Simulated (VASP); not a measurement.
Here is a VASP 6.6.1 calculation.

INCAR

```
SYSTEM = Sb2As2C
  PREC = Accurate
  ENCUT = 520
  EDIFF = 1E-6
  ISMEAR = 0
  SIGMA = 0.1
  LREAL = .FALSE.
  LASPH = .TRUE.
  NELM = 60
  ALGO = Normal
  ISIF = 2
  LWAVE = .FALSE.
  LCHARG = .FALSE.
  GGA = PE
  NBANDS = 20
```

The input KPOINTS:

```
Automatic mesh
0
G
  4 4 4
  0 0 0
```

POSCAR

```
Sb2As2C
1.0
   -1.8447256652      4.4231781318      3.4661190754
    1.8447256652     -4.4231781318      3.4661190754
    1.8447256652      4.4231781318     -3.4661190754
Sb As C
2 2 1
Direct
    0.7902825366      0.5000000000      0.2902825366
    0.2097174634      0.5000000000      0.7097174634
    0.7691113389      0.7691113389      0.0000000000
    0.2308886611      0.2308886611      0.0000000000
    0.5000000000      0.5000000000      0.0000000000
```

Potentials or basis: VASP PAW PBE potentials, release 64 (Sb, As, C).

Run with:

```console
$ cat potpaw_PBE.64/Sb/POTCAR potpaw_PBE.64/As/POTCAR potpaw_PBE.64/C/POTCAR > POTCAR
$ mpirun -np 1 vasp_std > vasp.out
```

Problem. What does it give for the pressure?

Solution. 0.1 GPa.

Problem. What does it give for the band gap on the k mesh?

Solution. Zero (band 12 reaches 6.96 eV, above the bottom of band 13 at 5.29 eV).

Forces on the atoms (eV/Å):
```
Sb   0.000 -0.001  0.000
Sb   0.000  0.001  0.000
As   0.000  0.000  0.124
As   0.000  0.000 -0.124
C    0.000  0.000  0.000
```

Caveat: the k points lie up to 0.48 Å⁻¹ apart; spin-orbit coupling is left out, which moves the levels of the heavy elements.
